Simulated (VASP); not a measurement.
A run of VASP 6.6.1 is set up as follows.

File INCAR:

```
PREC = Accurate
ENCUT = 520
EDIFF = 1E-6
ISMEAR = -1
SIGMA = 0.02
LREAL = False
LASPH = True
NELM = 80
ALGO = Normal
ISIF = 2
LWAVE = False
LCHARG = False
GGA = PE
NBANDS = 11
```

KPOINTS

```
Automatic mesh
0
Gamma
  14 14 14
```

File POSCAR:

```
BN
1.0
    0.0000000000      1.7830713297      1.7830713297
    1.7830713297      0.0000000000      1.7830713297
    1.7830713297      1.7830713297      0.0000000000
B N
1 1
Direct
    0.0000000000      0.0000000000      0.0000000000
    0.2500000000      0.2500000000      0.2500000000
```

Potentials or basis: VASP PAW PBE potentials, release 64 (B, N).

Launch:

```sh
$ cat potpaw_PBE.64/B/POTCAR potpaw_PBE.64/N/POTCAR > POTCAR
$ mpirun -np 1 vasp_std > vasp.out
```

Task: What does it give for the band gap on the k mesh?

Result: 4.50 eV, indirect (least direct gap 9.02 eV).

Task: Estimate the pressure.

Result: 20.3 GPa.

 A k mesh can miss the band edges.
